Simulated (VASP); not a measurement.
CsCdCl3: single point with LDA

The system is CsCdCl3.

```xyz
5
Lattice="5.4189 0.0000 0.0000 0.0000 5.4189 0.0000 0.0000 0.0000 4.9426" Properties=species:S:1:pos:R:3 pbc="T T T"
Cs    0.0000    0.0000    0.0000
Cd    2.7095    2.7095    2.4713
Cl    0.0000    2.7095    2.4713
Cl    2.7095    0.0000    2.4713
Cl    2.7095    2.7095    0.0000
```

```yaml
Program: VASP 6.6.1
Task: single point
Functional: LDA
Potentials_or_basis: VASP PAW LDA potentials, release 64 (Cs_sv, Cd, Cl)
Cutoff: 520 eV
k_mesh: 6 × 6 × 6
Occupations: gaussian, width 0.02 eV
Spin: no spin polarisation
Dipole_correction: no
Further_INCAR_settings: ALGO = Normal; EDIFF = 1e-06; NBANDS = 29
```

The pressure is -2.2 GPa and the band gap on the k mesh is 1.38 eV (least direct gap 2.00 eV).

Stress tensor (GPa, compression positive):
```
-3.48  0.00  0.00
 0.00 -3.48  0.00
 0.00  0.00  0.34
```

Levels at points of the mesh, in eV from the valence-band top:
| k point | band 18 | band 19 | band 20 | band 21 | band 22 | band 23 | band 24 | band 25 |
| --- | --- | --- | --- | --- | --- | --- | --- | --- |
| (0.00, 0.00, 0.00) | -0.81 | -0.62 | -0.62 | -0.62 | 1.38 | 5.43 | 5.71 | 6.02 |
| (0.50, 0.00, 0.00) | -0.91 | -0.86 | -0.85 | -0.82 | 3.71 | 6.60 | 6.91 | 7.75 |
| (0.50, 0.50, 0.00) | -1.00 | -1.00 | -0.42 | -0.30 | 5.28 | 6.80 | 6.80 | 7.42 |
| (0.00, 0.00, 0.50) | -1.20 | -1.13 | -0.87 | -0.87 | 4.71 | 6.99 | 7.54 | 7.59 |
| (0.50, 0.00, 0.50) | -0.97 | -0.96 | -0.36 | -0.09 | 6.06 | 6.44 | 7.39 | 7.53 |
| (0.50, 0.50, 0.50) | -0.32 | -0.32 | -0.28 | 0.00 | 5.34 | 5.34 | 5.83 | 7.07 |

Wall time 94 s on 1 thread of Intel(R) Xeon(R) Platinum 8259CL CPU @ 2.50GHz (Skylake/Cascade Lake) (shared host), peak memory 0.3 GiB.

Caveat: spin-orbit coupling is left out, which moves the levels of the heavy elements. Expect the measured gap to be larger: semilocal functionals such as LDA lack the derivative discontinuity.
